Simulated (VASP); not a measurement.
BiTe: single point with PBEsol

BiTe:

```
CELL_PARAMETERS angstrom
2.39703 1.38393 3.10499
-2.39703 1.38393 3.10499
0.00000 -2.76785 3.10499
ATOMIC_POSITIONS crystal
Bi 0.50000 0.50000 0.50000
Te 0.00000 0.00000 0.00000
```

| Item | Value |
| --- | --- |
| Program | VASP 6.6.1 |
| Task | single point |
| Functional | PBEsol |
| Potentials or basis | VASP PAW PBE potentials, release 64 (Bi_d, Te) |
| Cutoff | 520 eV |
| k mesh | 12 × 12 × 12 |
| Occupations | gaussian, width 0.1 eV |
| Spin | no spin polarisation |

```yaml
Pressure: 1.4 GPa
Band_gap_on_the_k_mesh: zero (an odd number of electrons rules out a gap without spin polarisation)
```

Levels at points of the mesh, in eV from the Fermi level:
```
           k point  band 7  band 8  band 9  band 10  band 11  band 12  band 13  band 14
(0.00, 0.00, 0.00)   -8.04   -3.20   -3.20    -1.48     2.10     2.94     2.94     3.74
(0.50, 0.00, 0.00)  -11.67   -1.90   -1.89    -1.07    -0.70    -0.64     0.73     6.52
(0.50, 0.50, 0.00)   -9.97   -6.13   -5.03    -3.27     2.26     3.17     3.89     4.95
(0.50, 0.50, 0.50)  -11.02   -2.66   -2.66    -2.52    -1.93    -1.63    -1.63     8.60
```

Wall time 4.8 min on 1 thread of AMD EPYC 7R13, with other jobs on the host, peak memory 0.3 GiB.

Caveat: the PAW data sets were made with another functional, which shifts forces and pressure a little; spin-orbit coupling is left out, which moves the levels of the heavy elements.
